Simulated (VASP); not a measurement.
Write the native input for VASP 6.6.1 that does the following.

```yaml
Task: single point
Functional: PBE
Potentials_or_basis: VASP PAW PBE potentials, release 64 (Pt)
Cutoff: 520 eV
k_mesh: 26 × 26 × 26
Occupations: gaussian, width 0.15 eV
Spin: no spin polarisation
Dipole_correction: no
Further_INCAR_settings: ALGO = Fast; EDIFF = 1e-06; NBANDS = 11
```

The structure of Pt lies in POSCAR:

```
Pt
1.0
    0.0000000000      1.8858023017      2.0346814308
    1.8858023017      0.0000000000      2.0346814308
    1.8858023017      1.8858023017      0.0000000000
Pt
1
Direct
    0.0000000000      0.0000000000      0.0000000000
```

This cell differs from its parent crystal: strain -0.050 along x and y, +0.025 along z.

The input as run:

INCAR

```
SYSTEM = Pt
ALGO = Fast
EDIFF = 1E-6
ENCUT = 520
GGA = PE
ISIF = 2
ISMEAR = 0
LASPH = .True.
LCHARG = .False.
LREAL = .False.
LWAVE = .False.
NBANDS = 11
NELM = 80
PREC = Accurate
SIGMA = 0.15
```

KPOINTS

```
k-points
0
Gamma
  26 26 26
  0 0 0
```

Potentials or basis: VASP PAW PBE potentials, release 64 (Pt).

Run with:

```console
$ cat potpaw_PBE.64/Pt/POTCAR > POTCAR
$ mpirun -np 1 vasp_std > vasp.out
```

Results of the run:

```
Pressure               : 24.2 GPa
Band gap on the k mesh : zero (band 5 reaches 13.07 eV, above the bottom of band 6 at 10.27 eV)
```

Caveat: the cell differs from its parent crystal (strain -0.050 along x and y, +0.025 along z); spin-orbit coupling is left out, which moves the levels of the heavy elements.

Wall time 64 s on 1 thread of Intel(R) Xeon(R) 6975P-C (Granite Rapids), on a shared host, peak memory 0.32 GiB.
